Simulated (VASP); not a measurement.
# Cs3Pt (Pm-3m) in VASP: a series of runs

Cs3Pt is run at these levels: LDA, RPBE, r2SCAN; tasks: single point.

All numbers are computed with VASP 6.6.1; they aren't measurements. Logs are shortened: lines on timing, memory, paths and dates and some standing lists are left out, and cuts for length are marked.

## (1) The cell of the first run

The structure is cubic, space group Pm-3m (No. 221). Conventional cell: a = 5.778 Å, b = 5.778 Å, c = 5.778 Å, α = 90.00°, β = 90.00°, γ = 90.00°. Within 5.4 Å of Cs (site symmetry 4/mmm) lie 8 Cs at 4.09 Å and 4 Pt at 4.09 Å. Pt (site symmetry m-3m) has 12 Cs at 4.09 Å within 5.4 Å.

## (2) Single point, LDA

INCAR reads:

```
ALGO = Normal ; EDIFF = 1E-6
ENCUT = 520 ; ISIF = 2
ISMEAR = 1 ; LASPH = T
LCHARG = F ; LREAL = F
LWAVE = F ; NBANDS = 26
NELM = 80 ; PREC = Accurate
SIGMA = 0.05
```

KPOINTS reads:

```
k-points
0
Gamma
  3 3 3
```

POSCAR reads:

```
Cs3Pt
1.0
    5.7776530000      0.0000000000      0.0000000000
    0.0000000000      5.7776530000      0.0000000000
    0.0000000000      0.0000000000      5.7776530000
Cs Pt
3 1
Direct
    0.0000000000      0.0000000000      0.5000000000
    0.0000000000      0.5000000000      0.0000000000
    0.5000000000      0.0000000000      0.0000000000
    0.5000000000      0.5000000000      0.5000000000
```

Potentials or basis: VASP PAW LDA potentials, release 64 (Cs_sv, Pt).

The run is started by

```console
$ cat potpaw_LDA.64/Cs_sv/POTCAR potpaw_LDA.64/Pt/POTCAR > POTCAR
$ mpirun -np 1 vasp_std > vasp.out
```

OUTCAR:

```text
EDIFF = 1E-6
   ENCUT = 520
   ISIF = 2
   ISMEAR = 1
   LASPH = T
   LREAL = F
   NELM = 80
   PREC = Accurate

 ion  position               nearest neighbor table
   1  0.000  0.000  0.500-
   2  0.000  0.500  0.000-
   3  0.500  0.000  0.000-
   4  0.500  0.500  0.500-

  LATTYP: Found a simple cubic cell.
 ALAT       =     5.7776530000

  Lattice vectors:

 A1 = (   5.7776530000,   0.0000000000,   0.0000000000)
 A2 = (   0.0000000000,   5.7776530000,   0.0000000000)
 A3 = (   0.0000000000,   0.0000000000,   5.7776530000)

Analysis of symmetry for initial positions (statically):
=====================================================================
 Subroutine PRICEL returns:
 Original cell was already a primitive cell.

 Routine SETGRP: Setting up the symmetry group for a
 simple cubic supercell.

 Subroutine GETGRP returns: Found 48 space group operations
 (whereof 48 operations were pure point group operations)
 out of a pool of 48 trial point group operations.

The static configuration has the point symmetry O_h .

Analysis of symmetry for dynamics (positions and initial velocities):
=====================================================================
 Subroutine PRICEL returns:
 Original cell was already a primitive cell.

 Routine SETGRP: Setting up the symmetry group for a
 simple cubic supercell.

 Subroutine GETGRP returns: Found 48 space group operations
 (whereof 48 operations were pure point group operations)
 out of a pool of 48 trial point group operations.

The dynamic configuration has the point symmetry O_h .

 Subroutine INISYM returns: Found 48 space group operations
 (whereof 48 operations are pure point group operations),
 and found     1 'primitive' translations

----------------------------------------------------------------------------------------

                                     Primitive cell

  volume of cell :     192.8654

  direct lattice vectors                    reciprocal lattice vectors
     5.777653000  0.000000000  0.000000000     0.173080661  0.000000000  0.000000000
     0.000000000  5.777653000  0.000000000     0.000000000  0.173080661  0.000000000
     0.000000000  0.000000000  5.777653000     0.000000000  0.000000000  0.173080661

  length of vectors
     5.777653000  5.777653000  5.777653000     0.173080661  0.173080661  0.173080661

  position of ions in fractional coordinates (direct lattice)
     0.000000000  0.000000000  0.500000000
     0.000000000  0.500000000  0.000000000
     0.500000000  0.000000000  0.000000000
     0.500000000  0.500000000  0.500000000

  ion indices of the primitive-cell ions
   primitive index   ion index
                 1           1
                 2           2
                 3           3
                 4           4

----------------------------------------------------------------------------------------

 KPOINTS: k-points

Automatic generation of k-mesh.
 Grid dimensions read from file:
 generate k-points for:    3    3    3

 Generating k-lattice:

  Cartesian coordinates                     Fractional coordinates (reciprocal lattice)
     0.057693554  0.000000000  0.000000000     0.333333333  0.000000000  0.000000000
     0.000000000  0.057693554  0.000000000     0.000000000  0.333333333  0.000000000
     0.000000000  0.000000000  0.057693554     0.000000000  0.000000000  0.333333333

  Length of vectors
     0.057693554  0.057693554  0.057693554

  Shift w.r.t. Gamma in fractional coordinates (k-lattice)
     0.000000000  0.000000000  0.000000000

 Subroutine IBZKPT returns following result:
 ===========================================

 Found      4 irreducible k-points:

 Following reciprocal coordinates:
            Coordinates               Weight
  0.000000  0.000000  0.000000      1.000000
  0.333333  0.000000  0.000000      6.000000
  0.333333  0.333333  0.000000     12.000000
  0.333333  0.333333  0.333333      8.000000
   k-points           NKPTS =      4   k-points in BZ     NKDIM =      4   number of bands    NBANDS=     26
   number of dos      NEDOS =    301   number of ions     NIONS =      4
   total plane-waves  NPLWV = 110592
   dimension x,y,z NGX =    48 NGY =   48 NGZ =   48
   dimension x,y,z NGXF=    96 NGYF=   96 NGZF=   96
   ions per type =               3   1
   NGX,Y,Z   is equivalent  to a cutoff of  13.81, 13.81, 13.81 a.u.
   NGXF,Y,Z  is equivalent  to a cutoff of  27.62, 27.62, 27.62 a.u.
 SYSTEM =  unknown system
   PREC   = accura    normal or accurate (medium, high low for compatibility)
   ISTART =      0    job   : 0-new  1-cont  2-samecut
   ICHARG =      2    charge: 1-file 2-atom 10-const
   ISPIN  =      1    spin polarized calculation?
   LNONCOLLINEAR =      F non collinear calculations
   LSORBIT =      F    spin-orbit coupling
   LASPH  =      T    aspherical Exc in radial PAW
   ENCUT  =  520.0 eV  38.22 Ry    6.18 a.u.  10.74 10.74 10.74*2*pi/ulx,y,z
   NELM   =     80;   NELMIN=  2; NELMDL= -5     # of ELM steps
   EDIFF  = 0.1E-05   stopping-criterion for ELM
   LREAL  =      F    real-space projection
   EDIFFG = 0.1E-04   stopping-criterion for IOM
   NSW    =      0    number of steps for IOM
   IBRION =     -1    ionic relax: 0-MD 1-quasi-New 2-CG
   NFREE  =      0    steps in history (QN), initial steepest desc. (CG)
   ISIF   =      2    stress and relaxation
   ISYM   =      2    0-nonsym 1-usesym 2-fastsym
   POTIM  = 0.5000    time-step for ionic-motion
   TEBEG  =    0.0;   TEEND  =   0.0 temperature during run
   PSTRESS=    0.0 pullay stress
   NELECT =      37.0000    total number of electrons
   NUPDOWN=      -1.0000    fix difference up-down
   EMIN   =  10.00;   EMAX   =-10.00  energy-range for DOS
   EFERMI =   0.00;   METHOD = LEGACY
   ISMEAR =     1;   SIGMA  =   0.05  broadening in eV -4-tet -1-fermi 0-gaus
   EFERMI_NEDOS =   21; number of points for ismear=-14 and -15
   IALGO  =     38    algorithm
   IMIX   =      4    mixing-type and parameters
     AMIX     =   0.40;   BMIX     =  1.00
     AMIX_MAG =   1.60;   BMIX_MAG =  1.00
  volume/ion in A,a.u.               =      48.22       325.38
  Fermi-wavevector in a.u.,A,eV,Ry     =   0.944185  1.784252 12.129405  0.891486
  Thomas-Fermi vector in A             =   2.071966
   LORBIT       =      0    0 simple, 1 ext, 2 COOP (PROOUT), +10 PAW based schemes
   GGA     = CA    functional components
   LHFCALC =     F    Hartree Fock is set to
   AEXX    =    0.0000 exact exchange contribution
   IVDW    =     0    specifies the selected vdW correction
   LEPSILON=     F    determine dielectric tensor
   LRPA    =     F    only Hartree local field effects (RPA)
 non-spin polarized calculation
 Methfessel and Paxton  Order N= 1 SIGMA  =   0.05
  energy-cutoff  :      520.00
  volume of cell :      192.87
 maximum number of plane-waves:      5205
 NGX is ok and might be reduce to    48
   NGX = 21   NGY = 21   NGZ = 21

 number of electron      37.0000008 magnetization

 Free energy of the ion-electron system (eV)
  ---------------------------------------------------
  ext. energy  EPLUGINS =         0.00000000
  ---------------------------------------------------
  free energy    TOTEN  =        -9.38023706 eV

  energy without entropy =       -9.37571139  energy(sigma->0) =       -9.37872850

 E-fermi :   2.7535     XC(G=0):  -8.1149

 val. band max:        2.7499170286   @ k =   0.3333   0.3333   0.0000
 cond. band min:       2.8054727115   @ k =   0.3333   0.3333   0.3333
 fundamental gap:      0.0555556829
 Fermi energy:         2.7535203343

 k-point     1 :       0.0000    0.0000    0.0000
  band No.  band energies     occupation
      1     -20.9315      2.00000
      2     -20.6980      2.00000
      3     -20.6980      2.00000
      4      -8.2448      2.00000
      5      -8.2448      2.00000
      6      -8.2448      2.00000
[... 18 lines left out ...]
     25       5.7992      0.00000
     26       5.7992      0.00000

 k-point     2 :       0.3333    0.0000    0.0000
  band No.  band energies     occupation
      1     -20.8829      2.00000
      2     -20.7480      2.00000
      3     -20.6973      2.00000
      4      -8.1197      2.00000
      5      -8.1197      2.00000
      6      -8.0355      2.00000
[... 18 lines left out ...]
     25       5.6001      0.00000
     26       5.6310      0.00000

 k-point     3 :       0.3333    0.3333    0.0000
  band No.  band energies     occupation
      1     -20.8419      2.00000
      2     -20.7562      2.00000
      3     -20.7292      2.00000
      4      -8.2644      2.00000
      5      -7.9734      2.00000
      6      -7.9511      2.00000
[... 18 lines left out ...]
     25       5.0439      0.00000
     26       5.2421      0.00000

 k-point     4 :       0.3333    0.3333    0.3333
  band No.  band energies     occupation
      1     -20.8143      2.00000
      2     -20.7553      2.00000
      3     -20.7553      2.00000
      4      -8.5457      2.00000
      5      -7.9781      2.00000
      6      -7.9635      2.00000
[... 18 lines left out ...]
     25       5.2846      0.00000
     26       5.5167      0.00000

------------------------ aborting loop because EDIFF is reached ----------------------------------------

  FORCE on cell =-STRESS in cart. coord.  units (eV):
  Direction    XX          YY          ZZ          XY          YZ          ZX
  --------------------------------------------------------------------------------------
  -------------------------------------------------------------------------------------
  Total       -2.4242387     -2.4242387     -2.4242387     -0.0000000      0.0000000     -0.0000000
  in kB      -20.1387078    -20.1387078    -20.1387078     -0.0000000      0.0000000     -0.0000000
  external PRESSURE =     -20.1387078 kB  Pullay stress =       0.0000000 kB

 VOLUME and BASIS-vectors are now :
 -----------------------------------------------------------------------------
  energy-cutoff  :      520.00
  volume of cell :      192.87
      direct lattice vectors                 reciprocal lattice vectors
     5.777653000  0.000000000  0.000000000     0.173080661  0.000000000  0.000000000
     0.000000000  5.777653000  0.000000000     0.000000000  0.173080661  0.000000000
     0.000000000  0.000000000  5.777653000     0.000000000  0.000000000  0.173080661

 POSITION                                       TOTAL-FORCE (eV/Angst)
 -----------------------------------------------------------------------------------
      0.00000      0.00000      2.88883         0.000000      0.000000      0.000000
      0.00000      2.88883      0.00000         0.000000      0.000000      0.000000
      2.88883      0.00000      0.00000         0.000000      0.000000      0.000000
      2.88883      2.88883      2.88883         0.000000      0.000000      0.000000
 -----------------------------------------------------------------------------------
    total drift:                                0.000000     -0.000000      0.000000

  FREE ENERGIE OF THE ION-ELECTRON SYSTEM (eV)
  ---------------------------------------------------
  free  energy   TOTEN  =        -9.3802370585 eV

  energy  without entropy=       -9.3757113898  energy(sigma->0) =       -9.37872850
```

It took 24 s on 1 thread of AMD EPYC 7R13 (Zen 3), shared host; peak memory 0.21 GiB.

Results:

* Free energy: -9.3802 eV
* Pressure: -2.0 GPa

Levels at points of the mesh, in eV from the Fermi level:
```
           k point  band 15  band 16  band 17  band 18  band 19  band 20  band 21  band 22  band 23  band 24
(0.00, 0.00, 0.00)    -1.64    -1.50    -1.50    -1.50    -1.16     1.36     1.36     1.36     1.56     1.56
```

Caveat: the k points lie up to 0.36 Å⁻¹ apart; spin-orbit coupling is left out, which moves the levels of the heavy elements.

## (3) Single point, RPBE

INCAR reads:

```
PREC = Accurate
ENCUT = 520
EDIFF = 1E-7
ISMEAR = 1
SIGMA = 0.05
LREAL = False
LASPH = True
NELM = 80
ALGO = Normal
ISIF = 2
LWAVE = False
LCHARG = True
GGA = RP
LELF = True
LVHAR = True
NBANDS = 26
```

KPOINTS reads:

```
Automatic mesh
0
Gamma
  3 3 3
```

POSCAR is that of step 2.

Potentials or basis: VASP PAW PBE potentials, release 64 (Cs_sv, Pt).

The run is started by

```console
$ cat potpaw_PBE.64/Cs_sv/POTCAR potpaw_PBE.64/Pt/POTCAR > POTCAR
$ mpirun -np 1 vasp_std > vasp.out
```

Run time: 36 s. Hardware: 1 thread of AMD EPYC 7R13 (Zen 3), shared host; peak memory 0.28 GiB.

It converged, with:

```
Free energy : -6.5592 eV
Pressure    : 1.1 GPa
```

Levels at points of the mesh, in eV from the Fermi level:
| k point | band 17 | band 18 | band 19 | band 20 | band 21 | band 22 |
| --- | --- | --- | --- | --- | --- | --- |
| (0.00, 0.00, 0.00) | -1.58 | -1.58 | -1.23 | 1.38 | 1.38 | 1.38 |

Caveat: the k points lie up to 0.36 Å⁻¹ apart; the PAW data sets were made with another functional, which shifts forces and pressure a little; spin-orbit coupling is left out, which moves the levels of the heavy elements.

(Part 1 of 2 ends here.)
